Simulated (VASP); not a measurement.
EuS:

```
CELL_PARAMETERS angstrom
0.00000 2.97850 2.97850
2.97850 0.00000 2.97850
2.97850 2.97850 0.00000
ATOMIC_POSITIONS crystal
Eu 0.00000 0.00000 0.00000
S 0.50000 0.50000 0.50000
```

Base run:

- Program: VASP 6.6.1
- Functional: revPBE
- Dispersion: D4
- Potentials or basis: VASP PAW PBE potentials, release 64 (Eu, S)
- Cutoff: 600 eV
- k mesh: 8 × 8 × 8
- Occupations: fermi-dirac, width 0.1 eV
- Spin: collinear spin, ferromagnetic start
- Starting moments: [4.9, 0.0] μB
- Hubbard terms: Eu f U = 6.0 eV

Its results: band gap on the k mesh 0.51 eV (least direct gap 0.78 eV); pressure -0.3 GPa; net moment 7.00 μB per cell; site moments Eu +6.72; S -0.06 μB.

**Question.** The run is repeated on the same cell with these changes: hubbard terms from Eu f U = 6.0 eV to Eu f U = 3.0 eV. What comes out?

**Answer.** Band gap on the k mesh zero (filled and empty bands overlap); pressure -1.9 GPa; net moment 7.00 μB per cell; site moments Eu +6.67; S -0.07 μB.

Caveats: the PAW data sets were made with another functional, which shifts forces and pressure a little; spin-orbit coupling is left out, which moves the levels of the heavy elements; a cell with one magnetic atom can't hold antiferromagnetic order, which such compounds often take.

A k mesh can miss the band edges.
